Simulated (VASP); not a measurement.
# TaN (P-6m2) in VASP: a series of runs

The runs below take TaN through single point, with PBE.

Program: VASP 6.6.1. These are calculated values, not measurements. Logs are shortened: lines on timing, memory, paths and dates and some standing lists are left out, and cuts for length are marked.

### Step 1. The cell of the first run

It takes space group P-6m2 (No. 187, hexagonal). The conventional cell has a = 2.938 Å, b = 2.938 Å, c = 2.883 Å, α = 90.00°, β = 90.00°, γ = 120.00°. Ta (site symmetry -6m2) has 6 N at 2.23 Å and 2 Ta at 2.88 Å within 2.9 Å. N (site symmetry -6m2) has 6 Ta at 2.23 Å and 2 N at 2.88 Å within 2.9 Å.

### Step 2. Single point, PBE, collinear spin, ferromagnetic start

Input file INCAR:

```
SYSTEM = TaN
PREC = Accurate
ENCUT = 520
EDIFF = 1E-6
ISMEAR = 0
SIGMA = 0.05
LREAL = .FALSE.
LASPH = .TRUE.
NELM = 150
ALGO = Normal
ISIF = 2
LWAVE = .FALSE.
LCHARG = .FALSE.
ISPIN = 2
MAGMOM = 2 0
LORBIT = 11
LMAXMIX = 4
GGA = PE
NBANDS = 19
```

Input file KPOINTS:

```
Automatic mesh
0
G
  10 10 8
  0 0 0
```

Input file POSCAR:

```
TaN
1.0
    2.9380011098      0.0000000000      0.0000000000
   -1.4690005548      2.5443835975      0.0000000000
    0.0000000000      0.0000000000      2.8830022093
Ta N
1 1
Direct
    0.3333333333      0.6666666667      0.5000000000
    0.0000000000      0.0000000000      0.0000000000
```

Potentials or basis: VASP PAW PBE potentials, release 64 (Ta_pv, N).

The run is started by

```sh
> cat potpaw_PBE.64/Ta_pv/POTCAR potpaw_PBE.64/N/POTCAR > POTCAR
> mpirun -np 1 vasp_std > vasp.out
```

OUTCAR:

```text
SYSTEM = TaN
   PREC = Accurate
   ENCUT = 520
   EDIFF = 1E-6
   ISMEAR = 0
   LREAL = .FALSE.
   LASPH = .TRUE.
   NELM = 150
   ISIF = 2
   ISPIN = 2
   LORBIT = 11
   GGA = PE

 ion  position               nearest neighbor table
   1  0.333  0.667  0.500-   2 2.23   2 2.23   2 2.23   2 2.23   2 2.23   2 2.23
   2  0.000  0.000  0.000-   1 2.23   1 2.23   1 2.23   1 2.23   1 2.23   1 2.23

  LATTYP: Found a hexagonal cell.
 ALAT       =     2.9380011098
 C/A-ratio  =     0.9812801635

  Lattice vectors:

 A1 = (   2.9380011098,   0.0000000000,   0.0000000000)
 A2 = (  -1.4690005548,   2.5443835975,   0.0000000000)
 A3 = (   0.0000000000,   0.0000000000,   2.8830022093)

Analysis of symmetry for initial positions (statically):
=====================================================================
 Subroutine PRICEL returns:
 Original cell was already a primitive cell.

 Routine SETGRP: Setting up the symmetry group for a
 hexagonal supercell.

 Subroutine GETGRP returns: Found 12 space group operations
 (whereof 12 operations were pure point group operations)
 out of a pool of 24 trial point group operations.

The static configuration has the point symmetry D_3h.

Analysis of symmetry for dynamics (positions and initial velocities):
=====================================================================
 Subroutine PRICEL returns:
 Original cell was already a primitive cell.

 Routine SETGRP: Setting up the symmetry group for a
 hexagonal supercell.

 Subroutine GETGRP returns: Found 12 space group operations
 (whereof 12 operations were pure point group operations)
 out of a pool of 24 trial point group operations.

The dynamic configuration has the point symmetry D_3h.

Analysis of structural, dynamic, and magnetic symmetry:
=====================================================================
 Subroutine PRICEL returns:
 Original cell was already a primitive cell.

 Routine SETGRP: Setting up the symmetry group for a
 hexagonal supercell.

 Subroutine GETGRP returns: Found 12 space group operations
 (whereof 12 operations were pure point group operations)
 out of a pool of 24 trial point group operations.

The overall configuration has the point symmetry D_3h.

 Subroutine INISYM returns: Found 12 space group operations
 (whereof 12 operations are pure point group operations),
 and found     1 'primitive' translations

----------------------------------------------------------------------------------------

                                     Primitive cell

  volume of cell :      21.5516

  direct lattice vectors                    reciprocal lattice vectors
     2.938001110  0.000000000  0.000000000     0.340367468  0.196511250  0.000000000
    -1.469000555  2.544383597  0.000000000     0.000000000  0.393022499  0.000000000
     0.000000000  0.000000000  2.883002209     0.000000000  0.000000000  0.346860643

  length of vectors
     2.938001110  2.938001110  2.883002209     0.393022499  0.393022499  0.346860643

  position of ions in fractional coordinates (direct lattice)
     0.333333333  0.666666667  0.500000000
     0.000000000  0.000000000  0.000000000

  ion indices of the primitive-cell ions
   primitive index   ion index
                 1           1
                 2           2

----------------------------------------------------------------------------------------

 KPOINTS: Automatic mesh

Automatic generation of k-mesh.
 Grid dimensions read from file:
 generate k-points for:   10   10    8

 Generating k-lattice:

  Cartesian coordinates                     Fractional coordinates (reciprocal lattice)
     0.034036747  0.019651125  0.000000000     0.100000000 -0.000000000  0.000000000
     0.000000000  0.039302250  0.000000000     0.000000000  0.100000000  0.000000000
     0.000000000  0.000000000  0.043357580     0.000000000  0.000000000  0.125000000

  Length of vectors
     0.039302250  0.039302250  0.043357580

  Shift w.r.t. Gamma in fractional coordinates (k-lattice)
     0.000000000  0.000000000  0.000000000

 Subroutine IBZKPT returns following result:
 ===========================================

 Found     70 irreducible k-points:

 Following reciprocal coordinates:
            Coordinates               Weight
  0.000000  0.000000  0.000000      1.000000
  0.100000 -0.000000  0.000000      6.000000
  0.200000 -0.000000  0.000000      6.000000
  0.300000 -0.000000  0.000000      6.000000
  0.400000  0.000000  0.000000      6.000000
  0.500000 -0.000000  0.000000      3.000000
[... 16 lines left out ...]
  0.300000  0.100000  0.125000     24.000000
  0.400000  0.100000  0.125000     24.000000
 [... further k-points ...]
   k-points           NKPTS =     70   k-points in BZ     NKDIM =     70   number of bands    NBANDS=     19
   number of dos      NEDOS =    301   number of ions     NIONS =      2
   total plane-waves  NPLWV =  13824
   dimension x,y,z NGX =    24 NGY =   24 NGZ =   24
   dimension x,y,z NGXF=    48 NGYF=   48 NGZF=   48
   ions per type =               1   1
   NGX,Y,Z   is equivalent  to a cutoff of  13.58, 13.58, 13.84 a.u.
   NGXF,Y,Z  is equivalent  to a cutoff of  27.16, 27.16, 27.68 a.u.
 SYSTEM =  TaN
   PREC   = accura    normal or accurate (medium, high low for compatibility)
   ISTART =      0    job   : 0-new  1-cont  2-samecut
   ICHARG =      2    charge: 1-file 2-atom 10-const
   ISPIN  =      2    spin polarized calculation?
   LNONCOLLINEAR =      F non collinear calculations
   LSORBIT =      F    spin-orbit coupling
   LASPH  =      T    aspherical Exc in radial PAW
   ENCUT  =  520.0 eV  38.22 Ry    6.18 a.u.   5.46  5.46  5.36*2*pi/ulx,y,z
   NELM   =    150;   NELMIN=  2; NELMDL= -5     # of ELM steps
   EDIFF  = 0.1E-05   stopping-criterion for ELM
   LREAL  =      F    real-space projection
   EDIFFG = 0.1E-04   stopping-criterion for IOM
   NSW    =      0    number of steps for IOM
   IBRION =     -1    ionic relax: 0-MD 1-quasi-New 2-CG
   NFREE  =      0    steps in history (QN), initial steepest desc. (CG)
   ISIF   =      2    stress and relaxation
   ISYM   =      2    0-nonsym 1-usesym 2-fastsym
   POTIM  = 0.5000    time-step for ionic-motion
   TEBEG  =    0.0;   TEEND  =   0.0 temperature during run
   PSTRESS=    0.0 pullay stress
   NELECT =      16.0000    total number of electrons
   NUPDOWN=      -1.0000    fix difference up-down
   EMIN   =  10.00;   EMAX   =-10.00  energy-range for DOS
   EFERMI =   0.00;   METHOD = LEGACY
   ISMEAR =     0;   SIGMA  =   0.05  broadening in eV -4-tet -1-fermi 0-gaus
   EFERMI_NEDOS =   21; number of points for ismear=-14 and -15
   IALGO  =     38    algorithm
   IMIX   =      4    mixing-type and parameters
     AMIX     =   0.40;   BMIX     =  1.00
     AMIX_MAG =   1.60;   BMIX_MAG =  1.00
  volume/ion in A,a.u.               =      10.78        72.72
  Fermi-wavevector in a.u.,A,eV,Ry     =   1.482364  2.801263 29.897501  2.197404
  Thomas-Fermi vector in A             =   2.596160
   LORBIT       =     11    0 simple, 1 ext, 2 COOP (PROOUT), +10 PAW based schemes
   GGA     = PE    functional components
   LHFCALC =     F    Hartree Fock is set to
   AEXX    =    0.0000 exact exchange contribution
   IVDW    =     0    specifies the selected vdW correction
   LEPSILON=     F    determine dielectric tensor
   LRPA    =     F    only Hartree local field effects (RPA)
 spin polarized calculation
 Gauss-broadening in eV      SIGMA  =   0.05
  energy-cutoff  :      520.00
  volume of cell :       21.55
 maximum number of plane-waves:       599
 NGX is ok and might be reduce to    24
   NGX = 11   NGY = 11   NGZ = 11

 number of electron      16.0000001 magnetization      -0.0003803

 number of electron      16.0000001 magnetization       0.0001376

 Free energy of the ion-electron system (eV)
  ---------------------------------------------------
  ext. energy  EPLUGINS =         0.00000000
  ---------------------------------------------------
  free energy    TOTEN  =       -22.43993817 eV

  energy without entropy =      -22.43982570  energy(sigma->0) =      -22.43988193

 E-fermi :   8.2963     XC(G=0): -13.3458

 val. band max:        8.1680534903   @ k =   0.0000   0.0000   0.5000
 cond. band min:       8.3200860620   @ k =   0.0000   0.0000   0.3750
 fundamental gap:      0.1520325717
 Fermi energy:         8.2963204043

 spin component 1

 k-point     1 :       0.0000    0.0000    0.0000
  band No.  band energies     occupation
      1     -26.5937      1.00000
      2     -26.3319      1.00000
      3     -26.3319      1.00000
      4      -9.5261      1.00000
      5       3.6904      1.00000
      6       3.6904      1.00000
[... 11 lines left out ...]
     18      26.9194      0.00000
     19      31.7595      0.00000

 k-point     2 :       0.1000   -0.0000    0.0000
  band No.  band energies     occupation
      1     -26.5802      1.00000
      2     -26.4382      1.00000
      3     -26.3546      1.00000
      4      -9.3216      1.00000
      5       3.1025      1.00000
      6       3.8447      1.00000
[... 11 lines left out ...]
     18      26.2829      0.00000
     19      32.2606      0.00000

 k-point     3 :       0.2000   -0.0000    0.0000
  band No.  band energies     occupation
      1     -26.7078      1.00000
      2     -26.5448      1.00000
      3     -26.4135      1.00000
      4      -8.7785      1.00000
      5       1.9785      1.00000
      6       4.2326      1.00000
[... 434 lines left out ...]
      1     -27.1323      1.00000
      2     -26.6026      1.00000
      3     -26.5569      1.00000
      4      -7.5979      1.00000
      5       0.7010      1.00000
      6       2.9377      1.00000
[... 11 lines left out ...]
     18      28.1541      0.00000
     19      31.4414      0.00000

 k-point    24 :       0.4000    0.1000    0.1250
  band No.  band energies     occupation
      1     -27.2862      1.00000
      2     -26.6083      1.00000
      3     -26.5740      1.00000
      4      -7.2415      1.00000
      5       0.2329      1.00000
      6       2.8372      1.00000
[... 11 lines left out ...]
     18      27.8239      0.00000
     19      31.5657      0.00000

 [... further k-points ...]

 spin component 2

 k-point     1 :       0.0000    0.0000    0.0000
  band No.  band energies     occupation
      1     -26.5937      1.00000
      2     -26.3319      1.00000
      3     -26.3319      1.00000
      4      -9.5261      1.00000
      5       3.6904      1.00000
      6       3.6904      1.00000
[... 11 lines left out ...]
     18      26.9196      0.00000
     19      31.7595      0.00000

 k-point     2 :       0.1000   -0.0000    0.0000
  band No.  band energies     occupation
      1     -26.5802      1.00000
      2     -26.4382      1.00000
      3     -26.3546      1.00000
      4      -9.3216      1.00000
      5       3.1025      1.00000
      6       3.8447      1.00000
[... 11 lines left out ...]
     18      26.2830      0.00000
     19      32.2606      0.00000

 k-point     3 :       0.2000   -0.0000    0.0000
  band No.  band energies     occupation
      1     -26.7078      1.00000
      2     -26.5448      1.00000
      3     -26.4135      1.00000
      4      -8.7785      1.00000
      5       1.9785      1.00000
      6       4.2326      1.00000
[... 434 lines left out ...]
      1     -27.1323      1.00000
      2     -26.6026      1.00000
      3     -26.5568      1.00000
      4      -7.5979      1.00000
      5       0.7010      1.00000
      6       2.9377      1.00000
[... 11 lines left out ...]
     18      28.1542      0.00000
     19      31.4414      0.00000

 k-point    24 :       0.4000    0.1000    0.1250
  band No.  band energies     occupation
      1     -27.2862      1.00000
      2     -26.6083      1.00000
      3     -26.5740      1.00000
      4      -7.2415      1.00000
      5       0.2329      1.00000
      6       2.8372      1.00000
[... 11 lines left out ...]
     18      27.8240      0.00000
     19      31.5658      0.00000

 [... further k-points ...]

------------------------ aborting loop because EDIFF is reached ----------------------------------------

  FORCE on cell =-STRESS in cart. coord.  units (eV):
  Direction    XX          YY          ZZ          XY          YZ          ZX
  --------------------------------------------------------------------------------------
  -------------------------------------------------------------------------------------
  Total        0.6640370      0.6640370      0.8546162      0.0000000     -0.0000000      0.0000000
  in kB       49.3654780     49.3654780     63.5334159      0.0000000     -0.0000000      0.0000000
  external PRESSURE =      54.0881240 kB  Pullay stress =       0.0000000 kB

 VOLUME and BASIS-vectors are now :
 -----------------------------------------------------------------------------
  energy-cutoff  :      520.00
  volume of cell :       21.55
      direct lattice vectors                 reciprocal lattice vectors
     2.938001110  0.000000000  0.000000000     0.340367468  0.196511250  0.000000000
    -1.469000555  2.544383597  0.000000000     0.000000000  0.393022499  0.000000000
     0.000000000  0.000000000  2.883002209     0.000000000  0.000000000  0.346860643

 POSITION                                       TOTAL-FORCE (eV/Angst)
 -----------------------------------------------------------------------------------
     -0.00000      1.69626      1.44150        -0.000000      0.000000      0.000000
      0.00000      0.00000      0.00000         0.000000     -0.000000      0.000000
 -----------------------------------------------------------------------------------
    total drift:                                0.000000     -0.000000     -0.000000

  FREE ENERGIE OF THE ION-ELECTRON SYSTEM (eV)
  ---------------------------------------------------
  free  energy   TOTEN  =       -22.4399381659 eV

  energy  without entropy=      -22.4398257012  energy(sigma->0) =      -22.43988193

 total charge

# of ion       s       p       d       tot
------------------------------------------
    1        0.305   6.265   2.429   8.999
    2        1.229   2.507   0.000   3.736
--------------------------------------------------
tot          1.534   8.773   2.429  12.735

 magnetization (x)

# of ion       s       p       d       tot
------------------------------------------
    1        0.000   0.000   0.000   0.000
    2       -0.000  -0.000   0.000  -0.000
--------------------------------------------------
tot          0.000  -0.000   0.000   0.000
```

It took 34 s on 1 thread of AMD EPYC 9R45 (Zen 5), shared host; peak memory 0.15 GiB.

Results:

* Free energy: -22.4399 eV
* Pressure: 5.4 GPa
* Band gap on the k mesh: zero (filled and empty bands overlap)
* Net moment: 0.00 μB per cell
* Valence electrons inside the program's atomic spheres: Ta 9.00; N 3.74

Caveat: spin-orbit coupling is left out, which moves the levels of the heavy elements.

### Step 3. Single point, PBE, collinear spin, ferromagnetic start

Input file INCAR:

```
SYSTEM = TaN
PREC = Accurate ; ENCUT = 520
EDIFF = 1E-6 ; ISMEAR = 0
SIGMA = 0.05 ; LREAL = .FALSE.
LASPH = .TRUE. ; NELM = 150
ALGO = Normal ; ISIF = 2
LWAVE = .FALSE. ; LCHARG = .FALSE.
ISPIN = 2 ; MAGMOM = 2 0
LORBIT = 11 ; LMAXMIX = 4
GGA = PE ; NBANDS = 19
```

KPOINTS is that of step 2.

Input file POSCAR:

```
TaN
1.0
    2.9361269820      0.0000000000      0.0000000000
   -1.4680634909      2.5427605552      0.0000000000
    0.0000000000      0.0000000000      2.8866838206
Ta N
1 1
Direct
    0.3333333333      0.6666666667      0.5000000000
    0.0000000000      0.0000000000      0.0000000000
```

Potentials or basis: VASP PAW PBE potentials, release 64 (Ta_pv, N).

The run is started by

```sh
> cat potpaw_PBE.64/Ta_pv/POTCAR potpaw_PBE.64/N/POTCAR > POTCAR
> mpirun -np 1 vasp_std > vasp.out
```

Wall time 33 s (1 thread of AMD EPYC 9R45 (Zen 5), shared host); peak memory 0.15 GiB.

Results (log left out):

```yaml
Free_energy: -22.4401 eV
Pressure: 5.4 GPa
Band_gap_on_the_k_mesh: zero (filled and empty bands overlap)
Net_moment: 0.00 μB per cell
Valence_electrons_inside_the_program's_atomic_spheres: Ta 9.00; N 3.74
```

Stress tensor (GPa, compression positive):
```
5.30 0.00 0.00
0.00 5.30 0.00
0.00 0.00 5.48
```

Levels at points of the mesh, in eV from the Fermi level:
Spin up:
| k point | band 5 | band 6 | band 7 | band 8 | band 9 | band 10 | band 11 | band 12 |
| --- | --- | --- | --- | --- | --- | --- | --- | --- |
| (0.00, 0.00, 0.00) | -4.59 | -4.59 | -4.26 | -2.98 | 2.18 | 3.53 | 3.53 | 3.96 |
| (0.50, 0.00, 0.00) | -8.32 | -5.25 | -3.52 | -3.22 | 2.96 | 3.99 | 5.17 | 5.27 |
| (0.00, 0.00, 0.50) | -9.40 | -3.78 | -3.78 | -0.13 | -0.13 | 2.33 | 3.30 | 3.30 |
| (0.50, 0.00, 0.50) | -7.36 | -6.23 | -5.71 | -0.41 | 4.12 | 5.32 | 5.98 | 7.04 |
Spin down:
| k point | band 5 | band 6 | band 7 | band 8 | band 9 | band 10 | band 11 | band 12 |
| --- | --- | --- | --- | --- | --- | --- | --- | --- |
| (0.00, 0.00, 0.00) | -4.59 | -4.59 | -4.26 | -2.98 | 2.18 | 3.53 | 3.53 | 3.96 |
| (0.50, 0.00, 0.00) | -8.32 | -5.25 | -3.52 | -3.22 | 2.97 | 3.99 | 5.17 | 5.27 |
| (0.00, 0.00, 0.50) | -9.40 | -3.78 | -3.78 | -0.13 | -0.13 | 2.33 | 3.30 | 3.30 |
| (0.50, 0.00, 0.50) | -7.36 | -6.23 | -5.71 | -0.41 | 4.12 | 5.32 | 5.98 | 7.04 |

Caveat: spin-orbit coupling is left out, which moves the levels of the heavy elements.

(Part 1 of 2 ends here.)
